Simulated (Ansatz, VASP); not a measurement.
One calculation of WS2, two programs

Contents of INCAR:

```
SYSTEM = WS2
PREC = Accurate
ENCUT = 520
EDIFF = 1E-6
ISMEAR = 0
SIGMA = 0.05
LREAL = .FALSE.
LASPH = .TRUE.
NELM = 60
ALGO = Normal
ISIF = 2
LWAVE = .FALSE.
LCHARG = .FALSE.
GGA = PS
NBANDS = 20
```

File KPOINTS:

```
regular mesh
0
G
  12 12 12
  0 0 0
```

File POSCAR:

```
WS2
1.0
    1.5316303727      0.8842872080      6.0708800500
   -1.5316303727      0.8842872080      6.0708800500
    0.0000000000     -1.7685744160      6.0708800500
W S
1 2
Direct
    0.0000000000      0.0000000000      0.0000000000
    0.7503000000      0.7503000000      0.7503000000
    0.5810000000      0.5810000000      0.5810000000
```

Input for Ansatz:

```yaml
crystal:
  lattice:
    - [1.5316303727, 0.884287208, 6.07088005]
    - [-1.5316303727, 0.884287208, 6.07088005]
    - [0.0, -1.768574416, 6.07088005]
  atoms:
    - { symbol: W, position: [0.0, 0.0, 0.0] }
    - { symbol: S, position: [0.7503, 0.7503, 0.7503] }
    - { symbol: S, position: [0.581, 0.581, 0.581] }
basis:
  ecutwfc: 420
kpoints:
  mp_grid: { grid: [12, 12, 12] }
hamiltonian:
  xc: pbesol
scf:
  occupations: { method: gaussian, width: 0.05 }
output:
  forces: true
  stress: true
  eigenvalues: true
```

Change from the starting cell: strain -0.030 along x and y, -0.015 along z, atoms carried along.

Alike in both runs: task single point; functional PBEsol; k mesh 12 × 12 × 12; occupations gaussian, width 0.05 eV; no spin polarisation.

|  | VASP | Ansatz |
| --- | --- | --- |
| version | VASP 6.6.1 | Ansatz 0.2.0 |
| potentials or method | VASP PAW PBE potentials, release 64 (W_sv, S), cutoff 520 eV | scalar-relativistic, plane waves, PAW |
| valence electrons in the cell | 26 | 26 |

```csv
,VASP,Ansatz,Ansatz less VASP
gap on the k mesh at the Fermi level (eV),0.97,0.95,-0.020
least direct gap on the mesh (eV),2.20,2.19,-0.006
pressure (GPa),14.4,14.2,-0.18
"traceless stress, the component that is largest in VASP (GPa)",-0.45,-0.46,-0.012
rms of the force components (eV/Å),0.654,0.644,-0.0103
```

VASP's potentials were made for PBE, not for PBEsol. Atom by atom the forces differ by 0.011 eV/Å (rms over components). The functional is the same, so the differences come from potentials, cutoffs and numerics.

Spin-orbit coupling is off throughout.
